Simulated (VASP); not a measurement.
Here is a VASP 6.6.1 calculation.

The input INCAR:

```
SYSTEM = C
PREC = Accurate
ENCUT = 910
EDIFF = 1E-6
ISMEAR = 0
SIGMA = 0.05
LREAL = .False.
LASPH = .True.
NELM = 120
ALGO = Normal
ISIF = 2
LWAVE = .False.
LCHARG = .True.
GGA = PS
LELF = .True.
LVHAR = .True.
NBANDS = 11
GGA_COMPAT = .False.
```

KPOINTS

```
regular mesh
0
Gamma
  12 12 12
  0 0 0
```

Contents of POSCAR:

```
C
1.0
    0.0000000000      1.6721312616      2.0065575139
    1.6721312616      0.0000000000      2.0065575139
    1.6721312616      1.6721312616      0.0000000000
C
2
Direct
    0.5000000000      0.5000000000      0.5000000000
    0.7500000000      0.7500000000      0.7500000000
```

Potentials or basis: VASP PAW PBE potentials, release 64 (C_h).

Launch:

```sh
$ cat potpaw_PBE.64/C_h/POTCAR > POTCAR
$ mpirun -np 1 vasp_std > vasp.out
```

Q: What does it give for the pressure?

A: 1.2 GPa.

Q: What does it give for the band gap on the k mesh?

A: 1.76 eV, indirect (least direct gap 4.02 eV).

Stress tensor (GPa, compression positive):
```
  67.56    0.00    0.00
   0.00   67.56    0.00
   0.00    0.00 -131.57
```

Caveat: the cutoff is under 1.25 times the usual one of these potentials, so pressure, stress and relaxed cells hold a basis-set (Pulay) error; the PAW data sets were made with another functional, which shifts forces and pressure a little. A k mesh can miss the band edges.
